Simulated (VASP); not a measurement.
Input of a VASP 6.6.1 run:

File POSCAR:

```
GaSb
1.0
    0.0000000000      3.0658788003      3.0658788003
    3.0658788003      0.0000000000      3.0658788003
    3.0658788003      3.0658788003      0.0000000000
Ga Sb
1 1
Direct
    0.0000000000      0.0000000000      0.0000000000
    0.2500000000      0.2500000000      0.2500000000
```

INCAR.step1

```
ALGO = Normal
EDIFF = 1E-5
ENCUT = 400
GGA = PE
GGA_COMPAT = False
ISIF = 2
ISMEAR = -1
LASPH = True
LCHARG = False
LREAL = False
LWAVE = True
NBANDS = 21
NELM = 120
PREC = Accurate
SIGMA = 0.02
```

File INCAR.step2:

```
AEXX = 0.75
ALGO = Normal
EDIFF = 1E-6
ENCUT = 400
GGA = PE
GGA_COMPAT = False
ISIF = 2
ISMEAR = -1
ISTART = 1
LASPH = True
LCHARG = False
LHFCALC = True
LREAL = False
LWAVE = False
NBANDS = 21
NELM = 120
PREC = Accurate
PRECFOCK = Normal
SIGMA = 0.02
```

File KPOINTS:

```
k-points
0
Gamma
  4 4 4
```

Potentials or basis: VASP PAW PBE potentials, release 64 (Ga_d, Sb_d_GW).

The run is started by

```sh
$ cat potpaw_PBE.64/Ga_d/POTCAR potpaw_PBE.64/Sb_d_GW/POTCAR > POTCAR
$ cp INCAR.step1 INCAR
$ mpirun -np 1 vasp_std > vasp.out
$ cp INCAR.step2 INCAR
$ mpirun -np 1 vasp_std > vasp.out
```

Q: Estimate the pressure.

A: -3.5 GPa.

Q: Predict the band gap on the k mesh.

A: 4.73 eV (least direct gap 5.00 eV).

Caveat: the k points lie up to 0.44 Å⁻¹ apart; the PAW data sets were made with another functional, which shifts forces and pressure a little; spin-orbit coupling is left out, which moves the levels of the heavy elements. A k mesh can miss the band edges.
